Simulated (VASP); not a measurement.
Input of a VASP 6.6.1 run:

File POSCAR:

```
SrO
1.0
    4.2268848066      0.0000000000      0.0000000000
   -2.1134424033      3.6605896214      0.0000000000
    0.0000000000      0.0000000000      5.0925039031
Sr O
2 2
Direct
    0.3333333333      0.6666666667      0.9375000000
    0.6666666667      0.3333333333      0.4375000000
    0.3333333333      0.6666666667      0.4375000000
    0.6666666667      0.3333333333      0.9375000000
```

Contents of INCAR.step1:

```
ALGO = Normal
EDIFF = 1E-4
ENCUT = 520
GGA = PE
ISMEAR = 0
LASPH = T
LCHARG = F
LREAL = F
LWAVE = T
NBANDS = 24
NELM = 80
PREC = Accurate
SIGMA = 0.01
```

INCAR.step2

```
ALGO = Normal
EDIFF = 1E-7
ENCUT = 520
ISIF = 2
ISMEAR = 0
ISTART = 1
LASPH = T
LCHARG = F
LMIXTAU = T
LREAL = F
LWAVE = F
METAGGA = R2SCAN
NBANDS = 24
NELM = 80
PREC = Accurate
SIGMA = 0.01
```

Contents of KPOINTS:

```
k-points
0
Gamma
  6 6 4
```

Potentials or basis: VASP PAW PBE potentials, release 64 (Sr_sv, O).

The run is started by

```bash
$ cat potpaw_PBE.64/Sr_sv/POTCAR potpaw_PBE.64/O/POTCAR > POTCAR
$ cp INCAR.step1 INCAR
$ mpirun -np 1 vasp_std > vasp.out
$ cp INCAR.step2 INCAR
$ mpirun -np 1 vasp_std > vasp.out
```

(1) Predict the band gap on the k mesh.

(2) What does it give for the pressure?

Answers

(1) 3.12 eV.

(2) 3.0 GPa.

Caveat: the PAW data sets were made with another functional, which shifts forces and pressure a little.
